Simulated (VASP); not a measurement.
Input of a VASP 6.6.1 run:

The input INCAR:

```
PREC     = Accurate       # precision mode
ENCUT    = 600            # plane-wave cutoff, eV
EDIFF    = 1E-6           # SCF threshold, eV
ISMEAR   = -1             # smearing method
SIGMA    = 0.05           # smearing width, eV
LREAL    = False          # projectors in reciprocal space
LASPH    = True           # aspherical terms in the spheres
NELM     = 100            # most SCF steps
ALGO     = Normal         # electronic algorithm
ISIF     = 3              # what is computed and relaxed
LWAVE    = False          # write WAVECAR
LCHARG   = False          # write CHGCAR
GGA      = CA             # functional
IBRION   = 2              # ionic algorithm
NSW      = 45             # ionic steps
EDIFFG   = -0.005         # ionic threshold
```

File KPOINTS:

```
regular mesh
0
Gamma
  15 15 15
```

POSCAR

```
Pb
1.0
   -1.9346816463      1.9346816463      1.9346816463
    1.9346816463     -1.9346816463      1.9346816463
    1.9346816463      1.9346816463     -1.9346816463
Pb
1
Direct
    0.0000000000      0.0000000000      0.0000000000
```

Potentials or basis: VASP PAW LDA potentials, release 64 (Pb_d).

Run with:

```bash
$ cat potpaw_LDA.64/Pb_d/POTCAR > POTCAR
$ mpirun -np 1 vasp_std > vasp.out
```

(1) Estimate the space group after relaxing (to 0.1 Å).

(2) What does it give for the relaxed cell?

(3) What does it give for the relaxed volume?

Results:

(1) Im-3m (No. 229).

(2) a = 3.354 Å, b = 3.354 Å, c = 3.354 Å, α = 109.47°, β = 109.47°, γ = 109.47°.

(3) 29.05 Å³/atom.
